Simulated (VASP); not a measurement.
# BAs in VASP: notebook

BAs is run at these levels: PBEsol, PBE; tasks: electric field gradients.

Program: VASP 6.6.1. These are calculated values, not measurements. Logs are shortened: lines on timing, memory, paths and dates and some standing lists are left out, and cuts for length are marked.

## 1. The cell of the first run

The structure is cubic, space group F-43m (No. 216). Conventional cell: a = 4.777 Å, b = 4.777 Å, c = 4.777 Å, α = 90.00°, β = 90.00°, γ = 90.00°. Within 2.7 Å of B (site symmetry -43m) lie 4 As at 2.07 Å. Within 2.7 Å of As (site symmetry -43m) lie 4 B at 2.07 Å.

## 2. Electric field gradients, PBEsol

INCAR

```
SYSTEM = BAs
PREC     = Accurate       ! precision mode
ENCUT    = 420            ! plane-wave cutoff, eV
EDIFF    = 1E-8           ! SCF threshold, eV
ISMEAR   = -1             ! smearing method
SIGMA    = 0.03           ! smearing width, eV
LREAL    = .False.        ! projectors in reciprocal space
LASPH    = .True.         ! aspherical terms in the spheres
NELM     = 120            ! most SCF steps
ALGO     = Normal         ! electronic algorithm
ISIF     = 2              ! what is computed and relaxed
LWAVE    = .False.        ! write WAVECAR
LCHARG   = .False.        ! write CHGCAR
GGA      = PS             ! functional
LEFG     = .True.       
NBANDS   = 11             ! bands
GGA_COMPAT= .False.
```

KPOINTS

```
regular mesh
0
Gamma
  15 15 15
  0 0 0
```

POSCAR

```
BAs
1.0
    0.0000000000      2.3885000000      2.3885000000
    2.3885000000      0.0000000000      2.3885000000
    2.3885000000      2.3885000000      0.0000000000
B As
1 1
Direct
    0.0000000000      0.0000000000      0.0000000000
    0.7500000000      0.7500000000      0.7500000000
```

Potentials or basis: VASP PAW PBE potentials, release 64 (B, As).

Launch:

```
> cat potpaw_PBE.64/B/POTCAR potpaw_PBE.64/As/POTCAR > POTCAR
> mpirun -np 1 vasp_std > vasp.out
```

OUTCAR:

```text
SYSTEM = BAs
   PREC = Accurate
   ENCUT = 420
   EDIFF = 1E-8
   ISMEAR = -1
   LREAL = .False.
   LASPH = .True.
   NELM = 120
   ISIF = 2
   GGA = PS

 ion  position               nearest neighbor table
   1  0.000  0.000  0.000-   2 2.07   2 2.07   2 2.07   2 2.07
   2  0.750  0.750  0.750-   1 2.07   1 2.07   1 2.07   1 2.07

  LATTYP: Found a face centered cubic cell.
 ALAT       =     4.7770000000

  Lattice vectors:

 A1 = (   0.0000000000,   2.3885000000,   2.3885000000)
 A2 = (   2.3885000000,   0.0000000000,   2.3885000000)
 A3 = (   2.3885000000,   2.3885000000,   0.0000000000)

Analysis of symmetry for initial positions (statically):
=====================================================================
 Subroutine PRICEL returns:
 Original cell was already a primitive cell.

 Routine SETGRP: Setting up the symmetry group for a
 face centered cubic supercell.

 Subroutine GETGRP returns: Found 24 space group operations
 (whereof 24 operations were pure point group operations)
 out of a pool of 48 trial point group operations.

The static configuration has the point symmetry T_d .

Analysis of symmetry for dynamics (positions and initial velocities):
=====================================================================
 Subroutine PRICEL returns:
 Original cell was already a primitive cell.

 Routine SETGRP: Setting up the symmetry group for a
 face centered cubic supercell.

 Subroutine GETGRP returns: Found 24 space group operations
 (whereof 24 operations were pure point group operations)
 out of a pool of 48 trial point group operations.

The dynamic configuration has the point symmetry T_d .

 Subroutine INISYM returns: Found 24 space group operations
 (whereof 24 operations are pure point group operations),
 and found     1 'primitive' translations

----------------------------------------------------------------------------------------

                                     Primitive cell

  volume of cell :      27.2525

  direct lattice vectors                    reciprocal lattice vectors
     0.000000000  2.388500000  2.388500000    -0.209336404  0.209336404  0.209336404
[... 127 lines left out ...]
  ext. energy  EPLUGINS =         0.00000000
  ---------------------------------------------------
  free energy    TOTEN  =       -12.20363427 eV

  energy without entropy =      -12.20363427  energy(sigma->0) =      -12.20363427

 E-fermi :   6.5968     XC(G=0): -10.7311

 val. band max:        6.0439840944   @ k =   0.0000   0.0000   0.0000
 cond. band min:       7.1201012113   @ k =   0.4000   0.4000   0.0000
 fundamental gap:      1.0761171170
 Fermi energy:         6.5967989381

 k-point     1 :       0.0000    0.0000    0.0000
  band No.  band energies     occupation
      1      -9.3932      2.00000
      2       6.0440      2.00000
      3       6.0440      2.00000
      4       6.0440      2.00000
      5       9.2839      0.00000
      6       9.2839      0.00000
      7       9.2839      0.00000
      8      10.7260      0.00000
      9      15.3910      0.00000
     10      18.9750      0.00000
     11      18.9750      0.00000
[... 309 lines left out ...]
 k-point    24 :       0.2000    0.1333    0.0000
  band No.  band energies     occupation
      1      -8.7391      2.00000
      2       3.2113      2.00000
      3       4.3347      2.00000
      4       4.5563      2.00000
      5       8.4900      0.00000
      6      11.1209      0.00000
      7      11.6080      0.00000
      8      12.1205      0.00000
      9      15.7823      0.00000
     10      17.7055      0.00000
     11      19.1957      0.00000

 [... further k-points ...]
[... 5 lines left out ...]
  --------------------------------------------------------------------------------------
  -------------------------------------------------------------------------------------
  Total        0.0120355      0.0120355      0.0120355     -0.0000000      0.0000000     -0.0000000
  in kB        0.7075690      0.7075690      0.7075690     -0.0000000      0.0000000     -0.0000000
  external PRESSURE =       0.7075690 kB  Pullay stress =       0.0000000 kB

 VOLUME and BASIS-vectors are now :
 -----------------------------------------------------------------------------
  energy-cutoff  :      420.00
  volume of cell :       27.25
      direct lattice vectors                 reciprocal lattice vectors
     0.000000000  2.388500000  2.388500000    -0.209336404  0.209336404  0.209336404
     2.388500000  0.000000000  2.388500000     0.209336404 -0.209336404  0.209336404
     2.388500000  2.388500000  0.000000000     0.209336404  0.209336404 -0.209336404

 POSITION                                       TOTAL-FORCE (eV/Angst)
 -----------------------------------------------------------------------------------
      0.00000      0.00000      0.00000        -0.000000     -0.000000     -0.000000
      3.58275      3.58275      3.58275         0.000000      0.000000      0.000000
 -----------------------------------------------------------------------------------
    total drift:                               -0.000000     -0.000000     -0.000000

  FREE ENERGIE OF THE ION-ELECTRON SYSTEM (eV)
  ---------------------------------------------------
  free  energy   TOTEN  =       -12.2036342683 eV

  energy  without entropy=      -12.2036342682  energy(sigma->0) =      -12.20363427

 Electric field gradients (V/A^2)
---------------------------------------------------------------------
 ion       V_xx      V_yy      V_zz      V_xy      V_xz      V_yz
---------------------------------------------------------------------
   1      -0.000    -0.000     0.000    -0.000    -0.000    -0.000
   2       0.000     0.000    -0.000    -0.000    -0.000    -0.000
---------------------------------------------------------------------

 Electric field gradients after diagonalization (V/A^2)
 (convention: |V_zz| > |V_xx| > |V_yy|)
----------------------------------------------------------------------
 ion       V_xx      V_yy      V_zz     asymmetry (V_yy - V_xx)/ V_zz
----------------------------------------------------------------------
   1       0.000     0.000    -0.000       0.000
   2       0.000     0.000    -0.000       0.000
----------------------------------------------------------------------

           NMR quadrupolar parameters

 Cq : quadrupolar parameter    Cq=e*Q*V_zz/h
 eta: asymmetry parameters     (V_yy - V_xx)/ V_zz
 Q  : nuclear electric quadrupole moment in mb (millibarn)
----------------------------------------------------------------------
 ion       Cq(MHz)       eta       Q (mb)
----------------------------------------------------------------------
   1      -0.000       0.000       1.000
   2      -0.000       0.000       1.000
----------------------------------------------------------------------
```

stdout:

```text
POSCAR found type information on POSCAR B As
 POSCAR found :  2 types and       2 ions
 scaLAPACK will be used
 -----------------------------------------------------------------------------
|                                                                             |
|                                                                             |
|     You enforced a specific xc type in the INCAR file but a different       |
|     I HOPE YOU KNOW WHAT YOU ARE DOING!                                     |
|                                                                             |
 -----------------------------------------------------------------------------

 LDA part: xc-table for (Slater+PW92), standard interpolation
 POSCAR, INCAR and KPOINTS ok, starting setup
 FFT: planning ... GRIDC
 FFT: planning ... GRID_SOFT
 FFT: planning ... GRID
 WAVECAR not read
 entering main loop
ion   1

ion   2
```

Wall time 29 s (1 thread of Intel Xeon 8259CL, shared host); peak memory 0.15 GiB.

Results:

| Item | Value |
| --- | --- |
| Free energy | -12.2036 eV |
| Pressure | 0.1 GPa |
| Band gap on the k mesh | 1.08 eV, indirect (least direct gap 3.24 eV) |

Caveat: without QUAD_EFG the Cq values of the log hold for a quadrupole moment of 1 mb, not for the nuclei; the PAW data sets were made with another functional, which shifts forces and pressure a little.

## 3. Electric field gradients, PBE (equal xx and yy strain of -3 %)

INCAR

```
ALGO = Normal
EDIFF = 1E-8
ENCUT = 520
GGA = PE
ISIF = 2
ISMEAR = -1
LASPH = True
LCHARG = False
LEFG = True
LREAL = False
LWAVE = False
NBANDS = 11
NELM = 60
PREC = Accurate
SIGMA = 0.03
```

KPOINTS

```
k-points
0
Gamma
  15 15 15
```

POSCAR

```
BAs
1.0
    0.0000000000      2.3168450000      2.3885000000
    2.3168450000      0.0000000000      2.3885000000
    2.3168450000      2.3168450000      0.0000000000
B As
1 1
Direct
    0.0000000000      0.0000000000      0.0000000000
    0.7500000000      0.7500000000      0.7500000000
```

Potentials or basis: VASP PAW PBE potentials, release 64 (B, As).

Launch:

```
> cat potpaw_PBE.64/B/POTCAR potpaw_PBE.64/As/POTCAR > POTCAR
> mpirun -np 1 vasp_std > vasp.out
```

OUTCAR:

```text
EDIFF = 1E-8
   ENCUT = 520
   GGA = PE
   ISIF = 2
   ISMEAR = -1
   LASPH = True
   LREAL = False
   NELM = 60
   PREC = Accurate

 ion  position               nearest neighbor table
   1  0.000  0.000  0.000-   2 2.03   2 2.03   2 2.03   2 2.03
   2  0.750  0.750  0.750-   1 2.03   1 2.03   1 2.03   1 2.03

  LATTYP: Found a body centered tetragonal cell.
 ALAT       =     3.2765136209
 C/A-ratio  =     1.4579521262

  Lattice vectors:

 A1 = (  -2.3168450000,   0.0000000000,   2.3885000000)
 A2 = (   2.3168450000,   0.0000000000,   2.3885000000)
 A3 = (   0.0000000000,   2.3168450000,  -2.3885000000)

Analysis of symmetry for initial positions (statically):
=====================================================================
 Subroutine PRICEL returns:
 Original cell was already a primitive cell.

 Routine SETGRP: Setting up the symmetry group for a
 body centered tetragonal supercell.

[... 525 lines left out ...]
      direct lattice vectors                 reciprocal lattice vectors
     0.000000000  2.316845000  2.388500000    -0.215810725  0.215810725  0.209336404
     2.316845000  0.000000000  2.388500000     0.215810725 -0.215810725  0.209336404
     2.316845000  2.316845000  0.000000000     0.215810725  0.215810725 -0.209336404

 POSITION                                       TOTAL-FORCE (eV/Angst)
 -----------------------------------------------------------------------------------
      0.00000      0.00000      0.00000         0.000000      0.000000     -0.000000
      3.47527      3.47527      3.58275        -0.000000     -0.000000      0.000000
 -----------------------------------------------------------------------------------
    total drift:                               -0.000000     -0.000000      0.000000

  FREE ENERGIE OF THE ION-ELECTRON SYSTEM (eV)
  ---------------------------------------------------
  free  energy   TOTEN  =       -11.3128660560 eV

  energy  without entropy=      -11.3128660552  energy(sigma->0) =      -11.31286606

 Electric field gradients (V/A^2)
---------------------------------------------------------------------
 ion       V_xx      V_yy      V_zz      V_xy      V_xz      V_yz
---------------------------------------------------------------------
   1      -0.167    -0.167     0.334    -0.000     0.000     0.000
   2      -1.973    -1.973     3.945     0.000     0.000     0.000
---------------------------------------------------------------------

 Electric field gradients after diagonalization (V/A^2)
 (convention: |V_zz| > |V_xx| > |V_yy|)
----------------------------------------------------------------------
 ion       V_xx      V_yy      V_zz     asymmetry (V_yy - V_xx)/ V_zz
----------------------------------------------------------------------
   1      -0.167    -0.167     0.334       0.000
   2      -1.973    -1.973     3.945       0.000
----------------------------------------------------------------------

           NMR quadrupolar parameters

 Cq : quadrupolar parameter    Cq=e*Q*V_zz/h
 eta: asymmetry parameters     (V_yy - V_xx)/ V_zz
 Q  : nuclear electric quadrupole moment in mb (millibarn)
----------------------------------------------------------------------
 ion       Cq(MHz)       eta       Q (mb)
----------------------------------------------------------------------
   1       0.001       0.000       1.000
   2       0.010       0.000       1.000
----------------------------------------------------------------------
```

stdout:

```text
POSCAR found type information on POSCAR B As
 POSCAR found :  2 types and       2 ions
 scaLAPACK will be used
 LDA part: xc-table for (Slater+PW92), standard interpolation
 POSCAR, INCAR and KPOINTS ok, starting setup
 FFT: planning ... GRIDC
 FFT: planning ... GRID_SOFT
 FFT: planning ... GRID
 WAVECAR not read
 entering main loop
ion   1

ion   2
```

Wall time 79 s (1 thread of Intel Xeon 6975P-C (Granite Rapids), shared host); peak memory 0.22 GiB.

What came out:

* Free energy: -11.3129 eV
* Pressure: 13.5 GPa
* Band gap on the k mesh: 0.87 eV, indirect (least direct gap 3.19 eV)

Levels at points of the mesh, in eV from the valence-band top:
```
           k point  band 2  band 3  band 4  band 5  band 6  band 7
(0.00, 0.00, 0.00)   -0.32    0.00    0.00    3.19    3.19    3.39
```

Electric field gradients, principal values (V/Å²):
| atom | least | middle | greatest (by size) |
| --- | --- | --- | --- |
| 1 B | -0.167 | -0.167 | 0.334 |
| 2 As | -1.973 | -1.973 | 3.945 |

Caveat: the cell differs from its parent crystal (equal xx and yy strain of -3 %); without QUAD_EFG the Cq values of the log hold for a quadrupole moment of 1 mb, not for the nuclei.

## 4. Electric field gradients, PBE (equal xx and yy strain of -3 %)

INCAR

```
SYSTEM = BAs
PREC     = Accurate       ! precision mode
ENCUT    = 520            ! plane-wave cutoff, eV
EDIFF    = 1E-8           ! SCF threshold, eV
ISMEAR   = -1             ! smearing method
SIGMA    = 0.03           ! smearing width, eV
LREAL    = .False.        ! projectors in reciprocal space
LASPH    = .True.         ! aspherical terms in the spheres
NELM     = 80             ! most SCF steps
ALGO     = Normal         ! electronic algorithm
ISIF     = 2              ! what is computed and relaxed
LWAVE    = .False.        ! write WAVECAR
LCHARG   = .False.        ! write CHGCAR
GGA      = PE             ! functional
LEFG     = .True.       
NBANDS   = 11             ! bands
```

KPOINTS

```
Automatic mesh
0
Gamma
  15 15 15
  0 0 0
```

POSCAR is that of step 3.

Potentials or basis: VASP PAW PBE potentials, release 64 (B, As).

Launch:

```
> cat potpaw_PBE.64/B/POTCAR potpaw_PBE.64/As/POTCAR > POTCAR
> mpirun -np 1 vasp_std > vasp.out
```

OUTCAR:

```text
SYSTEM = BAs
   PREC = Accurate
   ENCUT = 520
   EDIFF = 1E-8
   ISMEAR = -1
   LREAL = .False.
   LASPH = .True.
   NELM = 80
   ISIF = 2
   GGA = PE

 ion  position               nearest neighbor table
   1  0.000  0.000  0.000-   2 2.03   2 2.03   2 2.03   2 2.03
   2  0.750  0.750  0.750-   1 2.03   1 2.03   1 2.03   1 2.03

  LATTYP: Found a body centered tetragonal cell.
 ALAT       =     3.2765136209
 C/A-ratio  =     1.4579521262

  Lattice vectors:

 A1 = (  -2.3168450000,   0.0000000000,   2.3885000000)
 A2 = (   2.3168450000,   0.0000000000,   2.3885000000)
[... 549 lines left out ...]
  free  energy   TOTEN  =       -11.3128660560 eV

  energy  without entropy=      -11.3128660552  energy(sigma->0) =      -11.31286606

 Electric field gradients (V/A^2)
---------------------------------------------------------------------
 ion       V_xx      V_yy      V_zz      V_xy      V_xz      V_yz
---------------------------------------------------------------------
   1      -0.167    -0.167     0.334    -0.000     0.000     0.000
   2      -1.973    -1.973     3.945     0.000     0.000     0.000
---------------------------------------------------------------------

 Electric field gradients after diagonalization (V/A^2)
 (convention: |V_zz| > |V_xx| > |V_yy|)
----------------------------------------------------------------------
 ion       V_xx      V_yy      V_zz     asymmetry (V_yy - V_xx)/ V_zz
----------------------------------------------------------------------
   1      -0.167    -0.167     0.334       0.000
   2      -1.973    -1.973     3.945       0.000
----------------------------------------------------------------------

           NMR quadrupolar parameters

 Cq : quadrupolar parameter    Cq=e*Q*V_zz/h
 eta: asymmetry parameters     (V_yy - V_xx)/ V_zz
 Q  : nuclear electric quadrupole moment in mb (millibarn)
----------------------------------------------------------------------
 ion       Cq(MHz)       eta       Q (mb)
----------------------------------------------------------------------
   1       0.001       0.000       1.000
   2       0.010       0.000       1.000
----------------------------------------------------------------------
```

stdout:

```text
POSCAR found type information on POSCAR B As
 POSCAR found :  2 types and       2 ions
 scaLAPACK will be used
 LDA part: xc-table for (Slater+PW92), standard interpolation
 POSCAR, INCAR and KPOINTS ok, starting setup
 FFT: planning ... GRIDC
 FFT: planning ... GRID_SOFT
 FFT: planning ... GRID
 WAVECAR not read
 entering main loop
ion   1

ion   2
```

Wall time 76 s (1 thread of Intel Xeon 6975P-C (Granite Rapids), shared host); peak memory 0.22 GiB.

Results:

| Property | Result |
| --- | --- |
| Free energy | -11.3129 eV |
| Pressure | 13.5 GPa |
| Band gap on the k mesh | 0.87 eV, indirect (least direct gap 3.19 eV) |

Levels at points of the mesh, in eV from the valence-band top:
```tsv
k point	band 2	band 3	band 4	band 5	band 6	band 7
(0.00, 0.00, 0.00)	-0.32	0.00	0.00	3.19	3.19	3.39
```

Electric field gradients, principal values (V/Å²):
| atom | least | middle | greatest (by size) |
| --- | --- | --- | --- |
| 1 B | -0.167 | -0.167 | 0.334 |
| 2 As | -1.973 | -1.973 | 3.945 |

Caveat: the cell differs from its parent crystal (equal xx and yy strain of -3 %); without QUAD_EFG the Cq values of the log hold for a quadrupole moment of 1 mb, not for the nuclei. A k mesh can miss the band edges.

(Continued in part 2 of 2.)
